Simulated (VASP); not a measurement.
Here is a VASP 6.6.1 calculation.

POSCAR

```
SnO2
1.0
   -1.9995434671      2.1745035205      5.1020851544
    1.9995434671     -2.1745035205      5.1020851544
    1.9995434671      2.1745035205     -5.1020851544
Sn O
2 4
Direct
    0.7500000000      0.2500000000      0.5000000000
    0.0000000000      0.0000000000      0.0000000000
    0.7963663280      0.7963663280      0.0000000000
    0.9536336720      0.4536336720      0.5000000000
    0.2036336720      0.2036336720      0.0000000000
    0.5463663280      0.0463663280      0.5000000000
```

The input INCAR.step1:

```
PREC = Accurate
ENCUT = 520
ISMEAR = 0
SIGMA = 0.05
LREAL = False
LASPH = True
NELM = 80
NBANDS = 35
GGA = PE
ALGO = Normal
EDIFF = 1E-4
LWAVE = True
LCHARG = False
```

INCAR.step2

```
PREC = Accurate
ENCUT = 520
EDIFF = 1E-6
ISMEAR = 0
SIGMA = 0.05
LREAL = False
LASPH = True
NELM = 80
ALGO = Normal
ISIF = 2
LWAVE = False
LCHARG = False
METAGGA = R2SCAN
LMIXTAU = True
NBANDS = 35
ISTART = 1
```

Contents of KPOINTS:

```
Automatic mesh
0
Gamma
  10 10 10
```

Potentials or basis: VASP PAW PBE potentials, release 64 (Sn_d, O).

The run is started by

```bash
$ cat potpaw_PBE.64/Sn_d/POTCAR potpaw_PBE.64/O/POTCAR > POTCAR
$ cp INCAR.step1 INCAR
$ mpirun -np 1 vasp_std > vasp.out
$ cp INCAR.step2 INCAR
$ mpirun -np 1 vasp_std > vasp.out
```

Question: Estimate the largest force.

Answer: 1.522 eV/Å.

Question: Estimate the band gap on the k mesh.

Answer: 1.60 eV (least direct gap 1.67 eV).

Stress tensor (GPa, compression positive):
```
 -0.33   0.00   0.00
  0.00 -20.86   0.00
  0.00   0.00  -7.33
```

Caveat: the cell differs from its parent crystal (strain +0.0875 x Voigt [0, 1, 0, 0, 0, 0]); the stress differs along the axes, from -21 to -0 GPa; the PAW data sets were made with another functional, which shifts forces and pressure a little; spin-orbit coupling is left out, which moves the levels of the heavy elements. A k mesh can miss the band edges.
